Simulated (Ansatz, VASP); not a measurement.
**Al3Ga3N2 in VASP and in Ansatz**

```xyz
8
Lattice="6.1993 0.0000 0.0000 -3.0997 5.3688 0.0000 0.0000 0.0000 5.6143" Properties=species:S:1:pos:R:3 pbc="T T T"
Al   -1.5497    4.4739    2.8072
Al    0.0000    1.7898    2.8072
Al    1.5497    4.4739    2.8072
Ga   -1.5497    4.4739    0.0000
Ga    0.0000    1.7897    0.0000
Ga    1.5497    4.4739    0.0000
N     0.0000    0.0000    2.8072
N     0.0000    3.5792    2.8072
```

Alike in both runs: functional PBE; k mesh 4 × 4 × 3; occupations gaussian, width 0.2 eV; no spin polarisation.

Ansatz relaxed the structure, and its values are those at the end. VASP's run is a single point on that final structure, the one shown.

|  | VASP | Ansatz |
| --- | --- | --- |
| version | VASP 6.6.1 | Ansatz 0.2.0 |
| potentials or method | VASP PAW PBE potentials, release 64 (Al, Ga_d, N), cutoff 520 eV | scalar-relativistic, plane waves, PAW |
| valence electrons in the cell | 58 | 58 |

|  | VASP | Ansatz | Ansatz less VASP |
| --- | --- | --- | --- |
| gap on the k mesh at the Fermi level (eV) | none | none | - |
| pressure (GPa) | 0.5 | 0.5 | -0.01 |

A gap of «none» marks a metal or a gap that the smearing closes. The functional is the same, so the differences come from potentials, cutoffs and numerics.

The k mesh is coarse, so the values compare programs but aren't converged.
